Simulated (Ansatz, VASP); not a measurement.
# Be2C: VASP beside Ansatz

POSCAR

```
Be2C
1.0
    0.0000000000      2.1604856385      2.1496832103
    2.1604856385      0.0000000000      2.1496832103
    2.1604856385      2.1604856385      0.0000000000
C Be
1 2
Direct
    0.0000000000      0.0000000000      0.0000000000
    0.2500000000      0.2500000000      0.2500000000
    0.7500000000      0.7500000000      0.7500000000
```

INCAR.step1

```
SYSTEM = Be2C
PREC = Accurate
ENCUT = 520
EDIFF = 1E-5
ISMEAR = 0
SIGMA = 0.01
LREAL = .FALSE.
LASPH = .TRUE.
NELM = 120
ALGO = Normal
ISIF = 2
LWAVE = .TRUE.
LCHARG = .FALSE.
GGA = PE
NBANDS = 11
GGA_COMPAT = .FALSE.
```

INCAR.step2

```
SYSTEM = Be2C
PREC = Accurate
ENCUT = 520
EDIFF = 1E-6
ISMEAR = 0
SIGMA = 0.01
LREAL = .FALSE.
LASPH = .TRUE.
NELM = 120
ALGO = Normal
ISIF = 2
LWAVE = .FALSE.
LCHARG = .FALSE.
GGA = PE
LHFCALC = .TRUE.
HFSCREEN = 0.2079
PRECFOCK = Normal
ISTART = 1
NBANDS = 11
GGA_COMPAT = .FALSE.
```

KPOINTS

```
regular mesh
0
G
  8 8 8
  0 0 0
```

Input for Ansatz:

```yaml
crystal:
  lattice:
    - [0.0, 2.1604856385, 2.1496832103]
    - [2.1604856385, 0.0, 2.1496832103]
    - [2.1604856385, 2.1604856385, 0.0]
  atoms:
    - { symbol: C, position: [0.0, 0.0, 0.0] }
    - { symbol: Be, position: [0.25, 0.25, 0.25] }
    - { symbol: Be, position: [0.75, 0.75, 0.75] }
kpoints:
  mp_grid: { grid: [8, 8, 8] }
  band_path:
    path:
      - [0.0, 0.0, 0.0]
      - [0.5, 0.0, 0.5]
      - [0.625, 0.25, 0.625]
      - [0.375, 0.375, 0.75]
      - [0.5, 0.5, 0.5]
      - [0.5, 0.25, 0.75]
      - [0.5, 0.5, 0.0]
    npoints: 1
hamiltonian:
  xc: hse06
scf:
  occupations: { method: fixed }
  n_extra_bands: 4
output:
  forces: true
  stress: true
  eigenvalues: true
  write_density: true
  write_potential: true
  elf: true
  volumetric_format: npy
```

Change from the starting cell: uniaxial_z strain -0.5%.

Alike in both runs: task single point; functional HSE06; k mesh 8 × 8 × 8; no spin polarisation.

|  | VASP | Ansatz |
| --- | --- | --- |
| version | VASP 6.6.1 | Ansatz 0.2.0 |
| potentials or method | VASP PAW PBE potentials, release 64 (C, Be) | plane waves, PAW |
| plane-wave cutoff (eV) | 520 | 420 |
| occupations | gaussian, width 0.01 eV | fixed |
| valence electrons in the cell | 8 | 8 |

VASP gave:

```
gap on the k mesh at the Fermi level (eV)                     : 1.83
pressure (GPa)                                                : -0.9
traceless stress, the component that is largest in VASP (GPa) : 1.98
```

What did Ansatz give for the same quantities?

gap on the k mesh at the Fermi level (eV): 1.84; pressure (GPa): -1.1; traceless stress, the component that is largest in VASP (GPa): 1.98.

Ansatz's warnings: stress exchange threshold loose, stress scf threshold loose.
